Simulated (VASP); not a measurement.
## Ga: single point with PBEsol

The system is Ga.

```
Ga
1.0
     3.00317    0.00000    0.00000
    -1.50158    2.60082    0.00000
     0.00000    0.00000    4.86513
Ga
2
Direct
  0.33333 0.66667 0.25000
  0.66667 0.33333 0.75000
```

```yaml
Program: VASP 6.6.1
Task: single point
Functional: PBEsol
Potentials_or_basis: VASP PAW PBE potentials, release 64 (Ga_d)
Cutoff: 520 eV
k_mesh: 11 × 11 × 6
Occupations: fermi-dirac, width 0.05 eV
Spin: no spin polarisation
Dipole_correction: no
Further_INCAR_settings: ALGO = Normal; EDIFF = 1e-07; NBANDS = 20
```

```json
{
  "Pressure": "-3.2 GPa",
  "Band gap on the k mesh": "zero (band 13 reaches 9.62 eV, above the bottom of band 14 at 2.37 eV)"
}
```

Stress tensor (GPa, compression positive):
```
-2.96  0.00  0.00
 0.00 -2.96  0.00
 0.00  0.00 -3.61
```

Levels at points of the mesh, in eV from the Fermi level:
```
           k point  band 9  band 10  band 11  band 12  band 13  band 14  band 15  band 16  band 17  band 18
(0.00, 0.00, 0.00)  -14.62   -14.62   -11.00    -4.86    -3.91     9.49     9.49    11.46    11.46    12.48
(0.00, 0.00, 0.50)  -14.66   -14.66    -9.37    -9.37     3.72     3.72    10.68    10.68    10.68    10.68
```

It took 23 s on 1 thread of AMD EPYC 9R45 96-Core Processor (Zen 5) (shared host), peak memory 0.14 GiB.

Caveat: the PAW data sets were made with another functional, which shifts forces and pressure a little.
